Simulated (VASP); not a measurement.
A run of VASP 6.6.1 is set up as follows.

INCAR

```
ALGO     = Normal         # electronic algorithm
EDIFF    = 1E-7           # SCF threshold, eV
EDIFFG   = -0.01          # ionic threshold
ENCUT    = 500            # plane-wave cutoff, eV
GGA      = PS             # functional
GGA_COMPAT= F            
IBRION   = 2              # ionic algorithm
ISIF     = 3              # what is computed and relaxed
ISMEAR   = -1             # smearing method
LASPH    = T              # aspherical terms in the spheres
LCHARG   = F              # write CHGCAR
LREAL    = F              # projectors in reciprocal space
LWAVE    = F              # write WAVECAR
NELM     = 120            # most SCF steps
NELMIN   = 4            
NSW      = 80             # ionic steps
PREC     = Accurate       # precision mode
SIGMA    = 0.02           # smearing width, eV
```

KPOINTS

```
k-points
0
Gamma
  7 7 4
```

File POSCAR:

```
Ge
1.0
    3.0215805905      0.0000000000      0.0000000000
   -1.5107902952      2.6167655509      0.0000000000
    0.0000000000      0.0000000000      4.7242408624
Ge
2
Direct
    0.3333333333      0.6666666667      0.2500000000
    0.6666666667      0.3333333333      0.7500000000
```

Potentials or basis: VASP PAW PBE potentials, release 64 (Ge_d).

Run with:

```bash
$ cat potpaw_PBE.64/Ge_d/POTCAR > POTCAR
$ mpirun -np 1 vasp_std > vasp.out
```

(1) Predict the relaxed volume.

(2) Predict the band gap on the k mesh.

(3) Estimate the relaxed cell.

Answers

(1) 18.65 Å³/atom.

(2) zero (band 14 reaches 13.36 eV, above the bottom of band 15 at 5.15 eV).

(3) a = 3.020 Å, b = 3.020 Å, c = 4.721 Å, α = 90.00°, β = 90.00°, γ = 120.00°.

Caveat: the PAW data sets were made with another functional, which shifts forces and pressure a little.
